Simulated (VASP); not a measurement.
# Cd (Im-3m) in VASP: notebook, part 2 of 2

VASP 6.6.1. Earlier steps stand in the parts before.

**3. Single point, PBE (22.07 Å³/atom)**

This run uses another cell than the first one, of 22.07 Å³/atom.

Input file INCAR:

```
SYSTEM = Cd
PREC = Accurate
ENCUT = 520
EDIFF = 1E-7
ISMEAR = 0
SIGMA = 0.05
LREAL = .FALSE.
LASPH = .TRUE.
NELM = 100
ALGO = Normal
ISIF = 2
LWAVE = .FALSE.
LCHARG = .FALSE.
GGA = PE
NBANDS = 12
```

Input file KPOINTS:

```
Automatic mesh
0
G
  8 8 8
  0 0 0
```

Input file POSCAR:

```
Cd
1.0
   -1.7669272190      1.7669272190      1.7669272190
    1.7669272190     -1.7669272190      1.7669272190
    1.7669272190      1.7669272190     -1.7669272190
Cd
1
Direct
    0.0000000000      0.0000000000      0.0000000000
```

Potentials or basis: VASP PAW PBE potentials, release 64 (Cd).

Launch:

```sh
$ cat potpaw_PBE.64/Cd/POTCAR > POTCAR
$ mpirun -np 1 vasp_std > vasp.out
```

OUTCAR:

```text
SYSTEM = Cd
   PREC = Accurate
   ENCUT = 520
   EDIFF = 1E-7
   ISMEAR = 0
   LREAL = .FALSE.
   LASPH = .TRUE.
   NELM = 100
   ISIF = 2
   GGA = PE

 ion  position               nearest neighbor table
   1  0.000  0.000  0.000-

  LATTYP: Found a body centered cubic cell.
 ALAT       =     3.5338544380

  Lattice vectors:

 A1 = (  -1.7669272190,   1.7669272190,   1.7669272190)
 A2 = (   1.7669272190,  -1.7669272190,   1.7669272190)
 A3 = (   1.7669272190,   1.7669272190,  -1.7669272190)

Analysis of symmetry for initial positions (statically):
=====================================================================
 Subroutine PRICEL returns:
 Original cell was already a primitive cell.

 Routine SETGRP: Setting up the symmetry group for a
 body centered cubic supercell.

 Subroutine GETGRP returns: Found 48 space group operations
 (whereof 48 operations were pure point group operations)
 out of a pool of 48 trial point group operations.

The static configuration has the point symmetry O_h .

Analysis of symmetry for dynamics (positions and initial velocities):
=====================================================================
 Subroutine PRICEL returns:
 Original cell was already a primitive cell.

 Routine SETGRP: Setting up the symmetry group for a
 body centered cubic supercell.

 Subroutine GETGRP returns: Found 48 space group operations
 (whereof 48 operations were pure point group operations)
 out of a pool of 48 trial point group operations.

The dynamic configuration has the point symmetry O_h .

 Subroutine INISYM returns: Found 48 space group operations
 (whereof 48 operations are pure point group operations),
 and found     1 'primitive' translations

----------------------------------------------------------------------------------------

                                     Primitive cell

  volume of cell :      22.0656

  direct lattice vectors                    reciprocal lattice vectors
    -1.766927219  1.766927219  1.766927219     0.000000000  0.282977134  0.282977134
     1.766927219 -1.766927219  1.766927219     0.282977134  0.000000000  0.282977134
     1.766927219  1.766927219 -1.766927219     0.282977134  0.282977134  0.000000000

  length of vectors
     3.060407717  3.060407717  3.060407717     0.400190100  0.400190100  0.400190100

  position of ions in fractional coordinates (direct lattice)
     0.000000000  0.000000000  0.000000000

  ion indices of the primitive-cell ions
   primitive index   ion index
                 1           1

----------------------------------------------------------------------------------------

 KPOINTS: Automatic mesh

Automatic generation of k-mesh.
 Grid dimensions read from file:
 generate k-points for:    8    8    8

 Generating k-lattice:

  Cartesian coordinates                     Fractional coordinates (reciprocal lattice)
     0.000000000  0.035372142  0.035372142     0.125000000  0.000000000  0.000000000
     0.035372142  0.000000000  0.035372142     0.000000000  0.125000000  0.000000000
     0.035372142  0.035372142  0.000000000     0.000000000  0.000000000  0.125000000

  Length of vectors
     0.050023763  0.050023763  0.050023763

  Shift w.r.t. Gamma in fractional coordinates (k-lattice)
     0.000000000  0.000000000  0.000000000

 Subroutine IBZKPT returns following result:
 ===========================================

 Found     29 irreducible k-points:

 Following reciprocal coordinates:
            Coordinates               Weight
  0.000000  0.000000  0.000000      1.000000
  0.125000  0.000000  0.000000     12.000000
  0.250000  0.000000  0.000000     12.000000
  0.375000  0.000000  0.000000     12.000000
  0.500000  0.000000  0.000000      6.000000
  0.125000  0.125000  0.000000     24.000000
[... 16 lines left out ...]
 -0.250000  0.250000  0.250000      6.000000
 -0.375000  0.375000  0.250000     24.000000
 [... further k-points ...]
   k-points           NKPTS =     29   k-points in BZ     NKDIM =     29   number of bands    NBANDS=     12
   number of dos      NEDOS =    301   number of ions     NIONS =      1
   total plane-waves  NPLWV =  13824
   dimension x,y,z NGX =    24 NGY =   24 NGZ =   24
   dimension x,y,z NGXF=    48 NGYF=   48 NGZF=   48
   ions per type =               1
   NGX,Y,Z   is equivalent  to a cutoff of  13.04, 13.04, 13.04 a.u.
   NGXF,Y,Z  is equivalent  to a cutoff of  26.07, 26.07, 26.07 a.u.
 SYSTEM =  Cd
   PREC   = accura    normal or accurate (medium, high low for compatibility)
   ISTART =      0    job   : 0-new  1-cont  2-samecut
   ICHARG =      2    charge: 1-file 2-atom 10-const
   ISPIN  =      1    spin polarized calculation?
   LNONCOLLINEAR =      F non collinear calculations
   LSORBIT =      F    spin-orbit coupling
   LASPH  =      T    aspherical Exc in radial PAW
   ENCUT  =  520.0 eV  38.22 Ry    6.18 a.u.   5.69  5.69  5.69*2*pi/ulx,y,z
   NELM   =    100;   NELMIN=  2; NELMDL= -5     # of ELM steps
   EDIFF  = 0.1E-06   stopping-criterion for ELM
   LREAL  =      F    real-space projection
   EDIFFG = 0.1E-05   stopping-criterion for IOM
   NSW    =      0    number of steps for IOM
   IBRION =     -1    ionic relax: 0-MD 1-quasi-New 2-CG
   NFREE  =      0    steps in history (QN), initial steepest desc. (CG)
   ISIF   =      2    stress and relaxation
   ISYM   =      2    0-nonsym 1-usesym 2-fastsym
   POTIM  = 0.5000    time-step for ionic-motion
   TEBEG  =    0.0;   TEEND  =   0.0 temperature during run
   PSTRESS=    0.0 pullay stress
   NELECT =      12.0000    total number of electrons
   NUPDOWN=      -1.0000    fix difference up-down
   EMIN   =  10.00;   EMAX   =-10.00  energy-range for DOS
   EFERMI =   0.00;   METHOD = LEGACY
   ISMEAR =     0;   SIGMA  =   0.05  broadening in eV -4-tet -1-fermi 0-gaus
   EFERMI_NEDOS =   21; number of points for ismear=-14 and -15
   IALGO  =     38    algorithm
   IMIX   =      4    mixing-type and parameters
     AMIX     =   0.40;   BMIX     =  1.00
     AMIX_MAG =   1.60;   BMIX_MAG =  1.00
  volume/ion in A,a.u.               =      22.07       148.91
  Fermi-wavevector in a.u.,A,eV,Ry     =   1.336277  2.525198 24.295066  1.785637
  Thomas-Fermi vector in A             =   2.464916
   LORBIT       =      0    0 simple, 1 ext, 2 COOP (PROOUT), +10 PAW based schemes
   GGA     = PE    functional components
   LHFCALC =     F    Hartree Fock is set to
   AEXX    =    0.0000 exact exchange contribution
   IVDW    =     0    specifies the selected vdW correction
   LEPSILON=     F    determine dielectric tensor
   LRPA    =     F    only Hartree local field effects (RPA)
 non-spin polarized calculation
 Gauss-broadening in eV      SIGMA  =   0.05
  energy-cutoff  :      520.00
  volume of cell :       22.07
 maximum number of plane-waves:       610
   NGX = 11   NGY = 11   NGZ = 11

 number of electron      11.9999998 magnetization

 Free energy of the ion-electron system (eV)
  ---------------------------------------------------
  ext. energy  EPLUGINS =         0.00000000
  ---------------------------------------------------
  free energy    TOTEN  =        -0.66034070 eV

  energy without entropy =       -0.65938970  energy(sigma->0) =       -0.65986520

 E-fermi :   2.6835     XC(G=0): -10.9351

 val. band max:        2.5344653665   @ k =   0.3750   0.2500  -0.0000
 cond. band min:       2.7122050089   @ k =   0.3750   0.2500  -0.0000
 fundamental gap:      0.1777396424
 Fermi energy:         2.6834903117

 k-point     1 :       0.0000    0.0000    0.0000
  band No.  band energies     occupation
      1      -6.4410      2.00000
      2      -6.4410      2.00000
      3      -6.4410      2.00000
      4      -5.9447      2.00000
      5      -5.8046      2.00000
      6      -5.8046      2.00000
      7      18.3068      0.00000
      8      18.3068      0.00000
      9      18.3068      0.00000
     10      19.0905      0.00000
     11      19.0905      0.00000
     12      19.0905      0.00000
[... 331 lines left out ...]
 k-point    24 :      -0.3750    0.3750    0.2500
  band No.  band energies     occupation
      1      -6.5724      2.00000
      2      -6.3707      2.00000
      3      -6.1476      2.00000
      4      -5.9503      2.00000
      5      -5.6117      2.00000
      6      -0.0823      2.00000
      7       6.6891      0.00000
      8       9.0428      0.00000
      9      11.1723      0.00000
     10      13.5974      0.00000
     11      19.5568      0.00000
     12      22.2685      0.00000

 [... further k-points ...]

------------------------ aborting loop because EDIFF is reached ----------------------------------------

  FORCE on cell =-STRESS in cart. coord.  units (eV):
  Direction    XX          YY          ZZ          XY          YZ          ZX
  --------------------------------------------------------------------------------------
  -------------------------------------------------------------------------------------
  Total        0.3053776      0.3053776      0.3053776      0.0000000      0.0000000      0.0000000
  in kB       22.1733748     22.1733748     22.1733748      0.0000000      0.0000000      0.0000000
  external PRESSURE =      22.1733748 kB  Pullay stress =       0.0000000 kB

 VOLUME and BASIS-vectors are now :
 -----------------------------------------------------------------------------
  energy-cutoff  :      520.00
  volume of cell :       22.07
      direct lattice vectors                 reciprocal lattice vectors
    -1.766927219  1.766927219  1.766927219     0.000000000  0.282977134  0.282977134
     1.766927219 -1.766927219  1.766927219     0.282977134  0.000000000  0.282977134
     1.766927219  1.766927219 -1.766927219     0.282977134  0.282977134  0.000000000

 POSITION                                       TOTAL-FORCE (eV/Angst)
 -----------------------------------------------------------------------------------
      0.00000      0.00000      0.00000         0.000000      0.000000      0.000000
 -----------------------------------------------------------------------------------
    total drift:                               -0.000000      0.000000      0.000000

  FREE ENERGIE OF THE ION-ELECTRON SYSTEM (eV)
  ---------------------------------------------------
  free  energy   TOTEN  =        -0.6603407034 eV

  energy  without entropy=       -0.6593896959  energy(sigma->0) =       -0.65986520
```

OSZICAR:

```text
N       E                     dE             d eps       ncg     rms          rms(c)
DAV:   1     0.675836209621E+02    0.67584E+02   -0.68568E+03   736   0.986E+02
DAV:   2     0.484177879058E+00   -0.67099E+02   -0.63462E+02   736   0.231E+02
DAV:   3    -0.704308409996E+00   -0.11885E+01   -0.11879E+01   856   0.349E+01
DAV:   4    -0.705773370342E+00   -0.14650E-02   -0.14649E-02   752   0.120E+00
DAV:   5    -0.705776791332E+00   -0.34210E-05   -0.34212E-05   828   0.593E-02    0.309E+00
DAV:   6    -0.662336910233E+00    0.43440E-01   -0.11698E-01   796   0.432E+00    0.247E+00
DAV:   7    -0.660148399028E+00    0.21885E-02   -0.11431E-02   772   0.111E+00    0.121E+00
DAV:   8    -0.660303631669E+00   -0.15523E-03   -0.14236E-03   732   0.521E-01    0.609E-02
DAV:   9    -0.660334832490E+00   -0.31201E-04   -0.11469E-05   820   0.345E-02    0.115E-02
DAV:  10    -0.660340779974E+00   -0.59475E-05   -0.47335E-06   728   0.237E-02    0.145E-03
DAV:  11    -0.660340703425E+00    0.76549E-07   -0.16992E-08   524   0.147E-03
   1 F= -.66034070E+00 E0= -.65986520E+00  d E =-.951007E-03
```

Run time: 13 s. Hardware: 1 thread of AMD EPYC, shared host; peak memory 0.11 GiB.

Results:

| Property | Result |
| --- | --- |
| Free energy | -0.6603 eV |
| Pressure | 2.2 GPa |
| Band gap on the k mesh | zero (bands 6 and 7 overlap by 4.36 eV) |
